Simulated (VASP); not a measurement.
# MgO in VASP: notebook

MgO is run at these levels: r2SCAN, HSE06; tasks: single point.

All numbers are computed with VASP 6.6.1; they aren't measurements. Logs are shortened: lines on timing, memory, paths and dates and some standing lists are left out, and cuts for length are marked.

## 1. The cell of the first run

It takes space group Immm (No. 71, orthorhombic). The conventional cell has a = 2.967 Å, b = 2.979 Å, c = 4.204 Å, α = 90.00°, β = 90.00°, γ = 90.00°. Within 2.8 Å of Mg (site symmetry mmm) lie 6 O at 2.10 Å. Within 2.8 Å of O (site symmetry mmm) lie 6 Mg at 2.10 Å.

## 2. Single point, r2SCAN (shear xy strain +0.4%)

POSCAR reads:

```
MgO
1.0
    0.0039941181      2.1021674168      2.1021674168
    2.1021674168      0.0039941181      2.1021674168
    2.1061615349      2.1061615349      0.0000000000
Mg O
1 1
Direct
    0.0000000000      0.0000000000      0.0000000000
    0.5000000000      0.5000000000      0.5000000000
```

INCAR.step1 reads:

```
SYSTEM = MgO
  PREC = Accurate
  ENCUT = 520
  ISMEAR = 0
  SIGMA = 0.01
  LREAL = .False.
  LASPH = .True.
  NELM = 80
  NBANDS = 11
  GGA = PE
  ALGO = Normal
  EDIFF = 1E-4
  LWAVE = .True.
  LCHARG = .False.
```

INCAR.step2 reads:

```
SYSTEM = MgO
  PREC = Accurate
  ENCUT = 520
  EDIFF = 1E-6
  ISMEAR = 0
  SIGMA = 0.01
  LREAL = .False.
  LASPH = .True.
  NELM = 80
  ALGO = Normal
  ISIF = 2
  LWAVE = .False.
  LCHARG = .False.
  METAGGA = R2SCAN
  LMIXTAU = .True.
  NBANDS = 11
  ISTART = 1
```

KPOINTS reads:

```
regular mesh
0
Gamma
  10 10 10
  0 0 0
```

Potentials or basis: VASP PAW PBE potentials, release 64 (Mg, O).

Started as:

```bash
> cat potpaw_PBE.64/Mg/POTCAR potpaw_PBE.64/O/POTCAR > POTCAR
> cp INCAR.step1 INCAR
> mpirun -np 1 vasp_std > vasp.out
> cp INCAR.step2 INCAR
> mpirun -np 1 vasp_std > vasp.out
```

OUTCAR:

```text
SYSTEM = MgO
   PREC = Accurate
   ENCUT = 520
   EDIFF = 1E-6
   ISMEAR = 0
   LREAL = .False.
   LASPH = .True.
   NELM = 80
   ISIF = 2
   METAGGA = R2SCAN
   ISTART = 1

 ion  position               nearest neighbor table
   1  0.000  0.000  0.000-   2 2.10   2 2.10   2 2.10   2 2.10   2 2.10   2 2.10
   2  0.500  0.500  0.500-   1 2.10   1 2.10   1 2.10   1 2.10   1 2.10   1 2.10

  LATTYP: Found a body centered orthorhombic cell.
 ALAT       =     2.9672651352
 B/A-ratio  =     1.0038072338
 C/A-ratio  =     1.4169056832

  Lattice vectors:

 A1 = (   2.1021674168,   0.0039941181,  -2.1021674168)
 A2 = (  -2.1021674168,  -0.0039941181,  -2.1021674168)
 A3 = (   0.0039941181,   2.1021674168,   2.1021674168)

Analysis of symmetry for initial positions (statically):
=====================================================================
 Subroutine PRICEL returns:
 Original cell was already a primitive cell.

 Routine SETGRP: Setting up the symmetry group for a
 body centered orthorhombic supercell.

 Subroutine GETGRP returns: Found  8 space group operations
 (whereof  8 operations were pure point group operations)
 out of a pool of  8 trial point group operations.

The static configuration has the point symmetry D_2h.

Analysis of symmetry for dynamics (positions and initial velocities):
=====================================================================
 Subroutine PRICEL returns:
 Original cell was already a primitive cell.

 Routine SETGRP: Setting up the symmetry group for a
 body centered orthorhombic supercell.

 Subroutine GETGRP returns: Found  8 space group operations
 (whereof  8 operations were pure point group operations)
 out of a pool of  8 trial point group operations.

The dynamic configuration has the point symmetry D_2h.

 Subroutine INISYM returns: Found  8 space group operations
 (whereof  8 operations are pure point group operations),
 and found     1 'primitive' translations

----------------------------------------------------------------------------------------

                                     Primitive cell

  volume of cell :      18.5793

  direct lattice vectors                    reciprocal lattice vectors
     0.003994118  2.102167417  2.102167417    -0.238302527  0.238302527  0.237849753
     2.102167417  0.003994118  2.102167417     0.238302527 -0.238302527  0.237849753
     2.106161535  2.106161535  0.000000000     0.237398695  0.237398695 -0.237849753

  length of vectors
     2.972916354  2.972916354  2.978562207     0.412490841  0.412490841  0.411447185

  position of ions in fractional coordinates (direct lattice)
     0.000000000  0.000000000  0.000000000
     0.500000000  0.500000000  0.500000000

  ion indices of the primitive-cell ions
   primitive index   ion index
                 1           1
                 2           2

----------------------------------------------------------------------------------------

 KPOINTS: regular mesh

Automatic generation of k-mesh.
 Grid dimensions read from file:
 generate k-points for:   10   10   10

 Generating k-lattice:

  Cartesian coordinates                     Fractional coordinates (reciprocal lattice)
    -0.023830253  0.023830253  0.023784975     0.100000000 -0.000000000  0.000000000
     0.023830253 -0.023830253  0.023784975    -0.000000000  0.100000000  0.000000000
     0.023739870  0.023739870 -0.023784975     0.000000000  0.000000000  0.100000000

  Length of vectors
     0.041249084  0.041249084  0.041144718

  Shift w.r.t. Gamma in fractional coordinates (k-lattice)
     0.000000000  0.000000000  0.000000000

 Subroutine IBZKPT returns following result:
 ===========================================

 Found    171 irreducible k-points:

 Following reciprocal coordinates:
            Coordinates               Weight
  0.000000  0.000000  0.000000      1.000000
  0.100000  0.000000  0.000000      4.000000
  0.200000  0.000000  0.000000      4.000000
  0.300000  0.000000  0.000000      4.000000
  0.400000  0.000000  0.000000      4.000000
  0.500000  0.000000  0.000000      2.000000
[... 16 lines left out ...]
  0.300000  0.300000  0.000000      2.000000
  0.400000  0.300000  0.000000      4.000000
 [... further k-points ...]
   k-points           NKPTS =    171   k-points in BZ     NKDIM =    171   number of bands    NBANDS=     11
   number of dos      NEDOS =    301   number of ions     NIONS =      2
   total plane-waves  NPLWV =  13824
   dimension x,y,z NGX =    24 NGY =   24 NGZ =   24
   dimension x,y,z NGXF=    48 NGYF=   48 NGZF=   48
   ions per type =               1   1
   NGX,Y,Z   is equivalent  to a cutoff of  13.42, 13.42, 13.40 a.u.
   NGXF,Y,Z  is equivalent  to a cutoff of  26.84, 26.84, 26.79 a.u.
 SYSTEM =  MgO
   PREC   = accura    normal or accurate (medium, high low for compatibility)
   ISTART =      1    job   : 0-new  1-cont  2-samecut
   ICHARG =      0    charge: 1-file 2-atom 10-const
   ISPIN  =      1    spin polarized calculation?
   LNONCOLLINEAR =      F non collinear calculations
   LSORBIT =      F    spin-orbit coupling
   LASPH  =      T    aspherical Exc in radial PAW
   ENCUT  =  520.0 eV  38.22 Ry    6.18 a.u.   5.53  5.53  5.54*2*pi/ulx,y,z
   NELM   =     80;   NELMIN=  2; NELMDL=  0     # of ELM steps
   EDIFF  = 0.1E-05   stopping-criterion for ELM
   LREAL  =      F    real-space projection
   EDIFFG = 0.1E-04   stopping-criterion for IOM
   NSW    =      0    number of steps for IOM
   IBRION =     -1    ionic relax: 0-MD 1-quasi-New 2-CG
   NFREE  =      0    steps in history (QN), initial steepest desc. (CG)
   ISIF   =      2    stress and relaxation
   ISYM   =      2    0-nonsym 1-usesym 2-fastsym
   POTIM  = 0.5000    time-step for ionic-motion
   TEBEG  =    0.0;   TEEND  =   0.0 temperature during run
   PSTRESS=    0.0 pullay stress
   NELECT =       8.0000    total number of electrons
   NUPDOWN=      -1.0000    fix difference up-down
   EMIN   =  10.00;   EMAX   =-10.00  energy-range for DOS
   EFERMI =   0.00;   METHOD = LEGACY
   ISMEAR =     0;   SIGMA  =   0.01  broadening in eV -4-tet -1-fermi 0-gaus
   EFERMI_NEDOS =   21; number of points for ismear=-14 and -15
   IALGO  =     38    algorithm
   IMIX   =      4    mixing-type and parameters
     AMIX     =   0.40;   BMIX     =  1.00
     AMIX_MAG =   1.60;   BMIX_MAG =  1.00
  volume/ion in A,a.u.               =       9.29        62.69
  Fermi-wavevector in a.u.,A,eV,Ry     =   1.236217  2.336111 20.792866  1.528233
  Thomas-Fermi vector in A             =   2.370835
   LORBIT       =      0    0 simple, 1 ext, 2 COOP (PROOUT), +10 PAW based schemes
   METAGGA = R2SCAN    functional components
   LHFCALC =     F    Hartree Fock is set to
   AEXX    =    0.0000 exact exchange contribution
   IVDW    =     0    specifies the selected vdW correction
   LEPSILON=     F    determine dielectric tensor
   LRPA    =     F    only Hartree local field effects (RPA)
 non-spin polarized calculation
 Gauss-broadening in eV      SIGMA  =   0.01
  energy-cutoff  :      520.00
  volume of cell :       18.58
 maximum number of plane-waves:       531
 NGX is ok and might be reduce to    24
   NGX = 11   NGY = 11   NGZ = 11

 number of electron       8.0000004 magnetization

 Free energy of the ion-electron system (eV)
  ---------------------------------------------------
  ext. energy  EPLUGINS =         0.00000000
  ---------------------------------------------------
  free energy    TOTEN  =       -16.16097891 eV

  energy without entropy =      -16.16097891  energy(sigma->0) =      -16.16097891

 E-fermi :   2.9842     XC(G=0): -11.6234

 val. band max:        2.8310797089   @ k =   0.0000   0.0000   0.0000
 cond. band min:       8.4762659055   @ k =   0.0000   0.0000   0.0000
 fundamental gap:      5.6451861966
 Fermi energy:         2.9841727730

 k-point     1 :       0.0000    0.0000    0.0000
  band No.  band energies     occupation
      1     -15.4124      2.00000
      2       2.8019      2.00000
      3       2.8164      2.00000
      4       2.8311      2.00000
      5       8.4763      0.00000
      6      19.6256      0.00000
      7      19.6826      0.00000
      8      19.7394      0.00000
      9      23.8434      0.00000
     10      25.6172      0.00000
     11      25.6174      0.00000

 k-point     2 :       0.1000    0.0000    0.0000
  band No.  band energies     occupation
      1     -15.3070      2.00000
      2       2.1957      2.00000
      3       2.7317      2.00000
      4       2.7507      2.00000
      5       9.0911      0.00000
      6      18.4631      0.00000
      7      19.8815      0.00000
      8      19.9553      0.00000
      9      24.8925      0.00000
     10      24.9093      0.00000
     11      25.5501      0.00000

 k-point     3 :       0.2000    0.0000    0.0000
  band No.  band energies     occupation
      1     -15.0183      2.00000
      2       0.8741      2.00000
      3       2.5536      2.00000
      4       2.5715      2.00000
      5      10.3025      0.00000
      6      16.9463      0.00000
      7      20.4091      0.00000
      8      20.4711      0.00000
      9      24.1824      0.00000
     10      24.2261      0.00000
     11      26.6227      0.00000

 k-point     4 :       0.3000    0.0000    0.0000
  band No.  band energies     occupation
      1     -14.6308      2.00000
      2      -0.4683      2.00000
      3       2.3440      2.00000
      4       2.3607      2.00000
      5      11.2539      0.00000
      6      16.3110      0.00000
      7      20.5671      0.00000
      8      20.6113      0.00000
      9      24.6511      0.00000
     10      24.7232      0.00000
     11      26.0328      0.00000
[... 239 lines left out ...]
 k-point    22 :      -0.2000    0.2000    0.0000
  band No.  band energies     occupation
      1     -14.5151      2.00000
      2      -0.2759      2.00000
      3       1.4729      2.00000
      4       2.3389      2.00000
      5      12.2528      0.00000
      6      15.7764      0.00000
      7      19.1538      0.00000
      8      21.8541      0.00000
      9      22.4087      0.00000
     10      25.6600      0.00000
     11      29.2673      0.00000

 k-point    23 :       0.3000    0.3000    0.0000
  band No.  band energies     occupation
      1     -14.4357      2.00000
      2      -0.3429      2.00000
      3       1.8361      2.00000
      4       1.8780      2.00000
      5      12.7120      0.00000
      6      14.2057      0.00000
      7      18.4923      0.00000
      8      22.0372      0.00000
      9      22.1245      0.00000
     10      28.3678      0.00000
     11      31.8973      0.00000

 k-point    24 :       0.4000    0.3000    0.0000
  band No.  band energies     occupation
      1     -14.1938      2.00000
      2      -0.7778      2.00000
      3       1.5081      2.00000
      4       1.6834      2.00000
      5      13.4196      0.00000
      6      14.0119      0.00000
      7      17.6486      0.00000
      8      22.3213      0.00000
      9      22.6267      0.00000
     10      29.1649      0.00000
     11      31.4094      0.00000

 [... further k-points ...]
[... 5 lines left out ...]
  --------------------------------------------------------------------------------------
  -------------------------------------------------------------------------------------
  Total       -0.1316593     -0.1316593     -0.1320181     -0.0695586      0.0000000      0.0000000
  in kB      -11.3535497    -11.3535497    -11.3844902     -5.9983424      0.0000000      0.0000000
  external PRESSURE =     -11.3638632 kB  Pullay stress =       0.0000000 kB

 VOLUME and BASIS-vectors are now :
 -----------------------------------------------------------------------------
  energy-cutoff  :      520.00
  volume of cell :       18.58
      direct lattice vectors                 reciprocal lattice vectors
     0.003994118  2.102167417  2.102167417    -0.238302527  0.238302527  0.237849753
     2.102167417  0.003994118  2.102167417     0.238302527 -0.238302527  0.237849753
     2.106161535  2.106161535  0.000000000     0.237398695  0.237398695 -0.237849753

 POSITION                                       TOTAL-FORCE (eV/Angst)
 -----------------------------------------------------------------------------------
      0.00000      0.00000      0.00000         0.000000     -0.000000     -0.000000
      2.10616      2.10616      2.10217        -0.000000      0.000000      0.000000
 -----------------------------------------------------------------------------------
    total drift:                               -0.000000     -0.000000      0.000000

  FREE ENERGIE OF THE ION-ELECTRON SYSTEM (eV)
  ---------------------------------------------------
  free  energy   TOTEN  =       -16.1609789071 eV

  energy  without entropy=      -16.1609789071  energy(sigma->0) =      -16.16097891
```

Wall time 60 s (1 thread of Intel Xeon Platinum 8488C (Sapphire Rapids), shared host); peak memory 0.17 GiB.

Results:

- Free energy: -16.1610 eV
- Pressure: -1.1 GPa
- Band gap on the k mesh: 5.65 eV, direct

Caveat: the cell differs from its parent crystal (shear xy strain +0.4%); the PAW data sets were made with another functional, which shifts forces and pressure a little.

(Part 1 of 2 ends here.)
